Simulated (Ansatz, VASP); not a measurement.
Hf4N: VASP beside Ansatz

```xyz
5
Lattice="4.5112 0.0000 0.0000 0.0000 4.5112 0.0000 0.0000 0.0000 4.5112" Properties=species:S:1:pos:R:3 pbc="T T T"
Hf    0.0000    0.0000    0.0000
Hf    2.2556    2.2556    0.0000
Hf    2.2556    0.0000    2.2556
Hf    0.0000    2.2556    2.2556
N     2.2556    2.2556    2.2556
```

Change from the starting cell: species swapped into the Mn4N type (Pm-3m, No. 221).

Alike in both runs: task relaxation of cell and atoms; functional PBE; k mesh 8 × 8 × 8; occupations gaussian, width 0.1 eV; no spin polarisation.

|  | VASP | Ansatz |
| --- | --- | --- |
| version | VASP 6.6.1 | Ansatz 0.2.0 |
| potentials or method | VASP PAW PBE potentials, release 64 (Hf_pv, N), cutoff 600 eV | scalar-relativistic, plane waves, PAW |
| valence electrons in the cell | 45 | 109 |

|  | VASP | Ansatz | Ansatz less VASP |
| --- | --- | --- | --- |
| gap on the k mesh at the Fermi level, each at its own relaxed structure (eV) | none | none | - |
| relaxed volume (Å³/atom) | 18.27 | 18.37 | +0.109 |
| relaxed cell length with the largest relative difference (Å) | 4.503 | 4.512 | +0.0089 |

A gap of «none» marks a metal or a gap that the smearing closes. VASP's potentials hold 45 valence electrons a cell and Ansatz's 109, so a difference there can come from the potentials and not from the codes.

Spin-orbit coupling is off throughout.
